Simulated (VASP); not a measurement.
Set up this calculation in VASP 6.6.1, as the native input.

* Task: single point
* Functional: PBEsol
* Potentials or basis: VASP PAW PBE potentials, release 64 (Li_sv)
* Cutoff: 520 eV
* k mesh: 18 × 18 × 10
* Occupations: gaussian, width 0.15 eV
* Spin: no spin polarisation
* Dipole correction: no
* Further INCAR settings: ALGO = Fast; EDIFF = 1e-07; NBANDS = 10

The structure of Li lies in POSCAR:

```
Li
1.0
    3.1110021516      0.0000000000      0.0000000000
   -1.5555010758      2.6942068945     -0.0538841379
    0.0000000000     -0.1018600000      5.0930000000
Li
2
Direct
    0.3333333333      0.6666666667      0.2500000000
    0.6666666667      0.3333333333      0.7500000000
```

This cell differs from its parent crystal: strain -0.0400 x Voigt [0, 0, 0, 1, 0, 0].

The input as run:

INCAR

```
SYSTEM = Li
  PREC = Accurate
  ENCUT = 520
  EDIFF = 1E-7
  ISMEAR = 0
  SIGMA = 0.15
  LREAL = .False.
  LASPH = .True.
  NELM = 100
  ALGO = Fast
  ISIF = 2
  LWAVE = .False.
  LCHARG = .False.
  GGA = PS
  NBANDS = 10
```

KPOINTS

```
regular mesh
0
Gamma
  18 18 10
  0 0 0
```

Potentials or basis: VASP PAW PBE potentials, release 64 (Li_sv).

Launch:

```sh
$ cat potpaw_PBE.64/Li_sv/POTCAR > POTCAR
$ mpirun -np 1 vasp_std > vasp.out
```

Results of the run:

```yaml
Band_gap_on_the_k_mesh: zero (bands 3 and 4 overlap by 4.42 eV)
```

Caveat: the cell differs from its parent crystal (strain -0.0400 x Voigt [0, 0, 0, 1, 0, 0]).

It took 3.7 min on 1 thread of AMD EPYC 9R45 96-Core Processor (Zen 5), on a shared host, peak memory 0.34 GiB.
